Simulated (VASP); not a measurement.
# Cu2AgSnSe4 (I-42m) in VASP: single point with PBE

Aim: the single point of Cu2AgSnSe4 with PBE.

Everything below comes from runs of VASP 6.6.1. Logs are shortened: lines on timing, memory, paths and dates and some standing lists are left out, and cuts for length are marked.

**1. The cell of the first run**

Symmetry: I-42m, No. 121, tetragonal system. Conventional cell: a = 5.794 Å, b = 5.794 Å, c = 11.350 Å, α = 90.00°, β = 90.00°, γ = 90.00°. Sn (site symmetry -42m) has 4 Se at 2.60 Å within 3.4 Å. Within 3.2 Å of Se (site symmetry m) lie 2 Cu at 2.40 Å and 1 Ag at 2.59 Å and 1 Sn at 2.60 Å. Cu (site symmetry -4) has 4 Se at 2.40 Å within 3.2 Å. Ag (site symmetry -42m) has 4 Se at 2.59 Å within 3.4 Å.

**2. Single point, PBE**

INCAR reads:

```
SYSTEM = Cu2AgSnSe4
PREC = Accurate
ENCUT = 520
EDIFF = 1E-7
ISMEAR = -1
SIGMA = 0.0494
LREAL = .False.
LASPH = .True.
NELM = 100
ALGO = Normal
ISIF = 2
LWAVE = .False.
LCHARG = .False.
GGA = PE
NBANDS = 46
```

KPOINTS reads:

```
regular mesh
0
Gamma
  6 6 6
  0 0 0
```

POSCAR reads:

```
Cu2AgSnSe4
1.0
    0.0000000000      5.7942870000     -0.0000002552
    5.7942870000      0.0000000000     -0.0000002552
    2.8971432500      2.8971432500     -5.6751462552
Sn Se Cu Ag
1 4 2 1
Direct
    0.5000000000      0.5000000000      0.0000000000
    0.3899709447      0.3899709447      0.7196226678
    0.6100290553      0.1095936125      0.2803773322
    0.8904063875      0.8904063875      0.7196226678
    0.1095936125      0.6100290553      0.2803773322
    0.7500000000      0.2500000000      0.5000000000
    0.2500000000      0.7500000000      0.5000000000
    0.0000000000      0.0000000000      0.0000000000
```

Potentials or basis: VASP PAW PBE potentials, release 64 (Sn_d, Se, Cu, Ag).

On the command line:

```console
$ cat potpaw_PBE.64/Sn_d/POTCAR potpaw_PBE.64/Se/POTCAR potpaw_PBE.64/Cu/POTCAR potpaw_PBE.64/Ag/POTCAR > POTCAR
$ mpirun -np 1 vasp_std > vasp.out
```

OUTCAR:

```text
SYSTEM = Cu2AgSnSe4
   PREC = Accurate
   ENCUT = 520
   EDIFF = 1E-7
   ISMEAR = -1
   LREAL = .False.
   LASPH = .True.
   NELM = 100
   ISIF = 2
   GGA = PE

 ion  position               nearest neighbor table
   1  0.500  0.500  0.000-   2 2.60   3 2.60   5 2.60   4 2.60
   2  0.390  0.390  0.720-   6 2.40   7 2.40   8 2.59   1 2.60
   3  0.610  0.110  0.280-   6 2.40   7 2.40   8 2.59   1 2.60
   4  0.890  0.890  0.720-   6 2.40   7 2.40   8 2.59   1 2.60
   5  0.110  0.610  0.280-   7 2.40   6 2.40   8 2.59   1 2.60
   6  0.750  0.250  0.500-   3 2.40   4 2.40   2 2.40   5 2.40
   7  0.250  0.750  0.500-   5 2.40   4 2.40   2 2.40   3 2.40
   8  0.000  0.000  0.000-   4 2.59   3 2.59   5 2.59   2 2.59

  LATTYP: Found a body centered tetragonal cell.
 ALAT       =     5.7942870000
 C/A-ratio  =     1.9588763898

  Lattice vectors:

 A1 = (  -2.8971432500,   2.8971437500,   5.6751460000)
 A2 = (   2.8971437500,  -2.8971432500,   5.6751460000)
 A3 = (   2.8971432500,   2.8971432500,  -5.6751462552)

Analysis of symmetry for initial positions (statically):
=====================================================================
 Subroutine PRICEL returns:
 Original cell was already a primitive cell.

 Routine SETGRP: Setting up the symmetry group for a
 body centered tetragonal supercell.

 Subroutine GETGRP returns: Found  8 space group operations
 (whereof  8 operations were pure point group operations)
 out of a pool of 16 trial point group operations.

The static configuration has the point symmetry D_2d.

Analysis of symmetry for dynamics (positions and initial velocities):
=====================================================================
 Subroutine PRICEL returns:
 Original cell was already a primitive cell.

 Routine SETGRP: Setting up the symmetry group for a
 body centered tetragonal supercell.

 Subroutine GETGRP returns: Found  8 space group operations
 (whereof  8 operations were pure point group operations)
 out of a pool of 16 trial point group operations.

The dynamic configuration has the point symmetry D_2d.

 Subroutine INISYM returns: Found  8 space group operations
 (whereof  8 operations are pure point group operations),
 and found     1 'primitive' translations

----------------------------------------------------------------------------------------

                                     Primitive cell

  volume of cell :     190.5360

[... 106 lines left out ...]
   ISIF   =      2    stress and relaxation
   ISYM   =      2    0-nonsym 1-usesym 2-fastsym
   POTIM  = 0.5000    time-step for ionic-motion
   TEBEG  =    0.0;   TEEND  =   0.0 temperature during run
   PSTRESS=    0.0 pullay stress
   NELECT =      71.0000    total number of electrons
   NUPDOWN=      -1.0000    fix difference up-down
   EMIN   =  10.00;   EMAX   =-10.00  energy-range for DOS
   EFERMI =   0.00;   METHOD = LEGACY
   ISMEAR =    -1;   SIGMA  =   0.05  broadening in eV -4-tet -1-fermi 0-gaus
   EFERMI_NEDOS =   21; number of points for ismear=-14 and -15
   IALGO  =     38    algorithm
   IMIX   =      4    mixing-type and parameters
     AMIX     =   0.40;   BMIX     =  1.00
     AMIX_MAG =   1.60;   BMIX_MAG =  1.00
  volume/ion in A,a.u.               =      23.82       160.73
  Fermi-wavevector in a.u.,A,eV,Ry     =   1.178063  2.226217 18.882614  1.387833
  Thomas-Fermi vector in A             =   2.314399
   LORBIT       =      0    0 simple, 1 ext, 2 COOP (PROOUT), +10 PAW based schemes
   GGA     = PE    functional components
   LHFCALC =     F    Hartree Fock is set to
   AEXX    =    0.0000 exact exchange contribution
   IVDW    =     0    specifies the selected vdW correction
   LEPSILON=     F    determine dielectric tensor
   LRPA    =     F    only Hartree local field effects (RPA)
 non-spin polarized calculation
  energy-cutoff  :      520.00
  volume of cell :      190.54
 maximum number of plane-waves:      5153
 NGX is ok and might be reduce to    48
   NGX = 21   NGY = 21   NGZ = 25

 number of electron      71.0000003 magnetization

 Free energy of the ion-electron system (eV)
  ---------------------------------------------------
  ext. energy  EPLUGINS =         0.00000000
  ---------------------------------------------------
  free energy    TOTEN  =       -30.01364463 eV

  energy without entropy =      -29.97992352  energy(sigma->0) =      -29.99678408

 E-fermi :   3.8473     XC(G=0):  -9.4517

 val. band max:        3.8114256269   @ k =   0.5000   0.3333  -0.0000
 cond. band min:       3.8542424713   @ k =  -0.3333   0.1667   0.0000
 fundamental gap:      0.0428168444
 Fermi energy:         3.8473377091

 k-point     1 :       0.0000    0.0000    0.0000
  band No.  band energies     occupation
      1     -17.9429      2.00000
      2     -17.9390      2.00000
      3     -17.9390      2.00000
      4     -17.8944      2.00000
      5     -17.8748      2.00000
      6     -10.0038      2.00000
[... 1165 lines left out ...]
     45       9.9840      0.00000
     46      10.3518      0.00000

 [... further k-points ...]

------------------------ aborting loop because EDIFF is reached ----------------------------------------

  FORCE on cell =-STRESS in cart. coord.  units (eV):
  Direction    XX          YY          ZZ          XY          YZ          ZX
  --------------------------------------------------------------------------------------
  -------------------------------------------------------------------------------------
  Total        2.5318465      2.5318465      2.6448801      0.0000000      0.0000000      0.0000000
  in kB       21.2897674     21.2897674     22.2402431      0.0000000      0.0000000      0.0000000
  external PRESSURE =      21.6065926 kB  Pullay stress =       0.0000000 kB

 VOLUME and BASIS-vectors are now :
 -----------------------------------------------------------------------------
  energy-cutoff  :      520.00
  volume of cell :      190.54
      direct lattice vectors                 reciprocal lattice vectors
     0.000000000  5.794287000 -0.000000255     0.000000004  0.172583792  0.088103453
     5.794287000  0.000000000 -0.000000255     0.172583792  0.000000004  0.088103453
     2.897143250  2.897143250 -5.675146255    -0.000000008 -0.000000008 -0.176206920

 POSITION                                       TOTAL-FORCE (eV/Angst)
 -----------------------------------------------------------------------------------
      2.89714      2.89714     -0.00000         0.000000     -0.000000      0.000000
      4.34445      4.34445     -4.08396         0.005367      0.005367     -0.015005
      1.44731      4.34698     -1.59118         0.005367     -0.005367      0.015005
      7.24412      7.24412     -4.08396        -0.005367     -0.005367     -0.015005
      4.34698      1.44731     -1.59118        -0.005367      0.005367      0.015005
      2.89714      5.79429     -2.83757         0.000000     -0.000000     -0.000000
      5.79429      2.89714     -2.83757         0.000000     -0.000000      0.000000
      0.00000      0.00000      0.00000         0.000000     -0.000000      0.000000
 -----------------------------------------------------------------------------------
    total drift:                               -0.000004     -0.000004      0.000011

  FREE ENERGIE OF THE ION-ELECTRON SYSTEM (eV)
  ---------------------------------------------------
  free  energy   TOTEN  =       -30.0136446299 eV

  energy  without entropy=      -29.9799235211  energy(sigma->0) =      -29.99678408
```

OSZICAR:

```text
N       E                     dE             d eps       ncg     rms          rms(c)
DAV:   1     0.708347579330E+03    0.70835E+03   -0.29966E+04  2834   0.175E+03
DAV:   2     0.789250734783E+02   -0.62942E+03   -0.60416E+03  2786   0.477E+02
DAV:   3    -0.252560081857E+02   -0.10418E+03   -0.10090E+03  3348   0.185E+02
DAV:   4    -0.322290731059E+02   -0.69731E+01   -0.68687E+01  3528   0.491E+01
DAV:   5    -0.325457328904E+02   -0.31666E+00   -0.31616E+00  3848   0.112E+01    0.153E+01
DAV:   6    -0.336141110461E+02   -0.10684E+01   -0.48218E+01  3852   0.125E+02    0.124E+01
DAV:   7    -0.299424074101E+02    0.36717E+01   -0.12665E+01  3804   0.802E+01    0.585E+00
DAV:   8    -0.300526921594E+02   -0.11028E+00   -0.35181E+00  4320   0.251E+01    0.341E+00
DAV:   9    -0.300197950854E+02    0.32897E-01   -0.57432E-01  4106   0.160E+01    0.736E-01
DAV:  10    -0.300125594840E+02    0.72356E-02   -0.57439E-02  3888   0.601E+00    0.193E-01
DAV:  11    -0.300136827791E+02   -0.11233E-02   -0.82146E-03  4302   0.147E+00    0.142E-01
DAV:  12    -0.300136190009E+02    0.63778E-04   -0.10874E-03  4184   0.526E-01    0.404E-02
DAV:  13    -0.300136385754E+02   -0.19575E-04   -0.28887E-04  4450   0.308E-01    0.221E-02
DAV:  14    -0.300136437719E+02   -0.51965E-05   -0.66504E-05  4298   0.122E-01    0.696E-03
DAV:  15    -0.300136443799E+02   -0.60801E-06   -0.52768E-06  4202   0.291E-02    0.215E-03
DAV:  16    -0.300136444749E+02   -0.94959E-07   -0.10177E-06  2860   0.669E-03    0.180E-03
DAV:  17    -0.300136446520E+02   -0.17716E-06   -0.77182E-08  2118   0.200E-03    0.509E-04
DAV:  18    -0.300136446299E+02    0.22129E-07   -0.22341E-08  1858   0.160E-03
   1 F= -.30013645E+02 E0= -.29996784E+02  d E =-.337211E-01
```

It took 5.8 min on 1 thread of Intel Xeon Platinum 8124M at 3.00GHz (Skylake/Cascade Lake), shared host; peak memory 0.51 GiB.

What came out:

```
Free energy            : -30.0136 eV
Pressure               : 2.2 GPa
Largest force          : 0.017 eV/Å
Band gap on the k mesh : zero (an odd number of electrons rules out a gap without spin polarisation)
```

Forces on the atoms (eV/Å):
```
Sn   0.000  0.000  0.000
Se   0.005  0.005 -0.015
Se   0.005 -0.005  0.015
Se  -0.005 -0.005 -0.015
Se  -0.005  0.005  0.015
Cu   0.000  0.000  0.000
Cu   0.000  0.000  0.000
Ag   0.000  0.000  0.000
```

Stress tensor (GPa, compression positive):
```
2.13 0.00 0.00
0.00 2.13 0.00
0.00 0.00 2.22
```

Levels at points of the mesh, in eV from the Fermi level:
```
           k point  band 32  band 33  band 34  band 35  band 36  band 37  band 38  band 39  band 40  band 41
(0.00, 0.00, 0.00)    -1.58    -1.38     0.34     0.43     0.43     0.45     2.59     3.35     3.83     3.83
(0.50, 0.00, 0.00)    -1.25    -1.02    -0.93    -0.54    -0.26     1.65     3.23     3.48     4.50     4.77
(0.50, 0.50, 0.00)    -0.84    -0.55    -0.42    -0.26     0.11     0.82     2.65     3.44     4.07     4.57
(0.00, 0.00, 0.50)    -1.22    -1.13    -1.13    -0.44    -0.44     1.57     2.41     2.41     2.84     3.92
```

Caveat: spin-orbit coupling is left out, which moves the levels of the heavy elements.
